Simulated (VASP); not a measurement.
Here is a VASP 6.6.1 calculation.

File INCAR:

```
SYSTEM = Ti
PREC = Accurate
ENCUT = 520
EDIFF = 1E-6
ISMEAR = -1
SIGMA = 0.05
LREAL = .FALSE.
LASPH = .TRUE.
NELM = 60
ALGO = Fast
ISIF = 2
LWAVE = .FALSE.
LCHARG = .FALSE.
GGA = PS
NBANDS = 12
```

The input KPOINTS:

```
regular mesh
0
G
  11 11 11
  0 0 0
```

Contents of POSCAR:

```
Ti
1.0
   -1.6651410000      1.6614080000      1.5991130000
    1.6803890000     -1.7050710000      1.6580240000
    1.6045370000      1.6444670000     -1.6427760000
Ti
1
Direct
   -0.0072040000      0.0071160000      0.0068240000
```

Potentials or basis: VASP PAW PBE potentials, release 64 (Ti_sv).

Command:

```sh
$ cat potpaw_PBE.64/Ti_sv/POTCAR > POTCAR
$ mpirun -np 1 vasp_std > vasp.out
```

Problem. Predict the pressure.

Solution. -6.9 GPa.

Problem. What does it give for the band gap on the k mesh?

Solution. Zero (band 6 reaches 8.65 eV, above the bottom of band 7 at 7.20 eV).

Stress tensor (GPa, compression positive):
```
-6.93  1.22 -0.57
 1.22 -6.55  0.93
-0.57  0.93 -7.36
```

Caveat: the cell differs from its parent crystal (the cell strained at random); the PAW data sets were made with another functional, which shifts forces and pressure a little.
